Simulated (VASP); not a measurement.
A run of VASP 6.6.1:

INCAR

```
ALGO     = Normal         # electronic algorithm
EDIFF    = 1E-6           # SCF threshold, eV
EDIFFG   = -0.04          # ionic threshold
ENCUT    = 600            # plane-wave cutoff, eV
GGA      = PE             # functional
IBRION   = 2              # ionic algorithm
ISIF     = 3              # what is computed and relaxed
ISMEAR   = 0              # smearing method
LASPH    = True           # aspherical terms in the spheres
LCHARG   = False          # write CHGCAR
LREAL    = False          # projectors in reciprocal space
LWAVE    = False          # write WAVECAR
NELM     = 80             # most SCF steps
NSW      = 90             # ionic steps
PREC     = Accurate       # precision mode
SIGMA    = 0.1            # smearing width, eV
```

The input KPOINTS:

```
k-points
0
Gamma
  4 4 4
```

Contents of POSCAR:

```
Ba3SiS
1.0
    5.5043729000      0.0000000000      0.0000000000
    0.0000000000      5.5043729000      0.0000000000
    0.0000000000      0.0000000000      5.5043729000
Ba Si S
3 1 1
Direct
    0.5000000000      0.5000000000      0.0000000000
    0.5000000000      0.0000000000      0.5000000000
    0.0000000000      0.5000000000      0.5000000000
    0.0000000000      0.0000000000      0.0000000000
    0.5000000000      0.5000000000      0.5000000000
```

Potentials or basis: VASP PAW PBE potentials, release 64 (Ba_sv, Si, S).

Run with:

```console
$ cat potpaw_PBE.64/Ba_sv/POTCAR potpaw_PBE.64/Si/POTCAR potpaw_PBE.64/S/POTCAR > POTCAR
$ mpirun -np 1 vasp_std > vasp.out
```

Hardware: 1 thread of AMD EPYC 9R45 (Zen 5), on a shared host.

Problem. Estimate the wall time of this run.

Solution. It took 2.9 min on 1 thread of AMD EPYC 9R45 (Zen 5), on a shared host, peak memory 0.33 GiB. Counts: scf iterations 35, k points 10, ion steps 3.
